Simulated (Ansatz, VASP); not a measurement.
# Two plane-wave programs on MgO

```xyz
2
Lattice="0.0000 2.0272 2.0272 2.0272 0.0000 2.0272 2.0272 2.0272 0.0000" Properties=species:S:1:pos:R:3 pbc="T T T"
Mg    0.0000    0.0000    0.0000
O     2.0272    2.0272    2.0272
```

Alike in both runs: task single point; functional PBEsol; k mesh 10 × 10 × 10; occupations gaussian, width 0.02 eV; no spin polarisation.

```csv
,VASP,Ansatz
version,VASP 6.6.1,Ansatz 0.2.0
potentials or method,"VASP PAW PBE potentials, release 64 (Mg, O), cutoff 600 eV","scalar-relativistic, plane waves, PAW"
valence electrons in the cell,8,16
```

```csv
,VASP,Ansatz,Ansatz less VASP
gap on the k mesh at the Fermi level (eV),5.82,5.82,-0.008
least direct gap on the mesh (eV),5.82,5.82,-0.008
pressure (GPa),22.7,23.2,+0.49
```

VASP's potentials were made for PBE, not for PBEsol. VASP's potentials hold 8 valence electrons a cell and Ansatz's 16, so a difference there can come from the potentials and not from the codes.
